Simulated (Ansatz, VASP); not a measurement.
## Two plane-wave programs on SnO

File INCAR:

```
SYSTEM = SnO
PREC = Accurate
ENCUT = 600
EDIFF = 1E-6
ISMEAR = -1
SIGMA = 0.05
LREAL = .False.
LASPH = .True.
NELM = 80
ALGO = Normal
ISIF = 3
LWAVE = .False.
LCHARG = .False.
GGA = PS
IBRION = 2
NSW = 60
EDIFFG = -0.01
```

The input KPOINTS:

```
Automatic mesh
0
Gamma
  7 7 6
  0 0 0
```

Contents of POSCAR:

```
SnO
1.0
    3.8136952200      0.0000000000      0.0000000000
    0.0000000000      3.8136952200      0.0000000000
    0.0000000000      0.0000000000      4.8869133000
Sn O
2 2
Direct
    0.5000000000      0.0000000000      0.7646261400
    0.0000000000      0.5000000000      0.2353738600
    0.0000000000      0.0000000000      0.0000000000
    0.5000000000      0.5000000000      0.0000000000
```

input.yaml

```yaml
crystal:
  lattice:
    - [3.81369522, 0.0, 0.0]
    - [0.0, 3.81369522, 0.0]
    - [0.0, 0.0, 4.8869133]
  atoms:
    - { symbol: Sn, position: [0.5, 0.0, 0.76462614] }
    - { symbol: Sn, position: [0.0, 0.5, 0.23537386] }
    - { symbol: O, position: [0.0, 0.0, 0.0] }
    - { symbol: O, position: [0.5, 0.5, 0.0] }
hamiltonian:
  xc: pbesol
  pseudopotentials: { kind: paw }
kpoints:
  mp_grid: { grid: [7, 7, 6] }
scf:
  occupations: { method: fermi_dirac, width: 0.05 }
output:
  forces: true
  stress: true
  eigenvalues: true
  write_density: true
  write_potential: true
  elf: true
  volumetric_format: npy
relax:
  f_tol: 0.01
  max_steps: 40
  cell: { stress_tol: 0.05 }
```

Alike in both runs: task relaxation of cell and atoms; functional PBEsol; k mesh 7 × 7 × 6; occupations fermi-dirac, width 0.05 eV; no spin polarisation.

|  | VASP | Ansatz |
| --- | --- | --- |
| version | VASP 6.6.1 | Ansatz 0.2.0 |
| potentials or method | VASP PAW PBE potentials, release 64 (Sn_d, O) | Ansatz PAW |
| plane-wave cutoff (eV) | 600 | 420 |
| valence electrons in the cell | 40 | 40 |

|  | VASP | Ansatz | Ansatz less VASP |
| --- | --- | --- | --- |
| gap on the k mesh at the Fermi level, each at its own relaxed structure (eV) | 0.11 | 0.15 | +0.035 |
| relaxed volume (Å³/atom) | 17.14 | 17.21 | +0.068 |
| relaxed cell length with the largest relative difference (Å) | 4.733 | 4.752 | +0.0189 |

VASP's potentials were made for PBE, not for PBEsol.

Noted on Ansatz's run: odd divisions of the mesh miss points on the zone boundary, where band edges often lie, so the gap on the mesh can be too wide; the plane-wave basis is chosen anew once the cell has moved, so the energies of steps on either side of that aren't comparable.
